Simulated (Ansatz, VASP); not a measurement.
## One calculation of CoO, two programs

```xyz
2
Lattice="0.0000 2.1315 2.1315 2.1315 0.0000 2.1315 2.1315 2.1315 0.0000" Properties=species:S:1:pos:R:3 pbc="T T T"
Co    0.0000    0.0000    0.0000
O     2.1315    2.1315    2.1315
```

Alike in both runs: task single point; functional b88 exchange, lda correlation; k mesh 11 × 11 × 11; occupations fermi-dirac, width 0.02 eV; collinear spin.

|  | VASP | Ansatz |
| --- | --- | --- |
| version | VASP 6.6.1 | Ansatz 0.2.0 |
| potentials or method | VASP PAW PBE potentials, release 64 (Co, O) | plane waves, PAW |
| plane-wave cutoff (eV) | 600 | 420 |
| valence electrons in the cell | 15 | 23 |

Ansatz gave:

* gap on the k mesh at the Fermi level (eV): none
* net moment per atom (μB): 1.39
* size of the moment on the site where the two differ most (μB): 0.27

Problem. Which values does VASP return?

Solution. gap on the k mesh at the Fermi level (eV): none; net moment per atom (μB): 1.35; size of the moment on the site where the two differ most (μB): 0.24.

VASP's potentials were made for PBE, not for b88 exchange, lda correlation. Site moments also hang on the region over which each program counts them. A gap of «none» marks a metal or a gap that the smearing closes. VASP's potentials hold 15 valence electrons a cell and Ansatz's 23, so a difference there can come from the potentials and not from the codes. Ansatz's warnings: stability check not made.
